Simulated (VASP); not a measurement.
Ti, 1 atom in the cell. Symmetry: I4/mmm, No. 139, tetragonal system. The conventional cell has a = 3.256 Å, b = 3.256 Å, c = 3.581 Å, α = 90.00°, β = 90.00°, γ = 90.00°. Within 3.8 Å of Ti (site symmetry 4/mmm) lie 14 Ti at 2.92 to 3.58 Å.  This cell differs from its parent crystal: strain +0.1000 x Voigt [1, 0, 0, 0, 0, 0].

| Item | Value |
| --- | --- |
| Program | VASP 6.6.1 |
| Task | single point |
| Functional | PBE |
| Potentials or basis | VASP PAW PBE potentials, release 64 (Ti_sv) |
| Cutoff | 520 eV |
| k mesh | 26 × 26 × 26 |
| Occupations | gaussian, width 0.15 eV |
| Spin | no spin polarisation |
| Dipole correction | no |
| Further INCAR settings | ALGO = Fast; EDIFF = 1e-07; NBANDS = 12 |

Potentials or basis: VASP PAW PBE potentials, release 64 (Ti_sv).

Launch:

```bash
$ cat potpaw_PBE.64/Ti_sv/POTCAR > POTCAR
$ mpirun -np 1 vasp_std > vasp.out
```

Hardware: 1 thread of Intel(R) Xeon(R) Platinum 8259CL CPU @ 2.50GHz (Skylake/Cascade Lake) (shared host).

Problem. How long does it take, and how much memory?

Solution. Run time: 7 min on 1 thread of Intel(R) Xeon(R) Platinum 8259CL CPU @ 2.50GHz (Skylake/Cascade Lake), on a shared host, peak memory 0.39 GiB. Counts: scf iterations 25, k points 1330.
